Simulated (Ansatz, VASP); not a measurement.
**Al in VASP and in Ansatz**

```
CELL_PARAMETERS angstrom
5.60861 0.00246 -0.00174
-2.80621 4.05022 -0.00005
-0.00281 0.00140 5.81622
ATOMIC_POSITIONS crystal
Al 0.00001 0.00000 0.12503
Al 0.00002 0.00000 0.62503
Al 0.99998 0.50005 0.87475
Al 0.99992 0.49996 0.37478
Al 0.50007 0.00007 0.12493
Al 0.49997 0.99988 0.62494
Al 0.49998 0.49996 0.87527
Al 0.50005 0.50008 0.37527
```

Change from the starting cell: Ba type (Cmmm, No. 65); cell x8, atoms moved at random (sigma 0.05 Å) and cell strained at random (1.5 %), then relaxed without symmetry.

Alike in both runs: functional PBE; k mesh 6 × 6 × 4; occupations gaussian, width 0.1 eV; no spin polarisation.

Ansatz relaxed the structure, and its values are those at the end. VASP's run is a single point on that final structure, the one shown.

|  | VASP | Ansatz |
| --- | --- | --- |
| version | VASP 6.6.1 | Ansatz 0.2.0 |
| potentials or method | VASP PAW PBE potentials, release 64 (Al), cutoff 520 eV | scalar-relativistic, plane waves, PAW |
| valence electrons in the cell | 24 | 24 |

```csv
,VASP,Ansatz,Ansatz less VASP
gap on the k mesh at the Fermi level (eV),none,none,-
pressure (GPa),-0.1,0.0,+0.04
```

A gap of «none» marks a metal or a gap that the smearing closes.
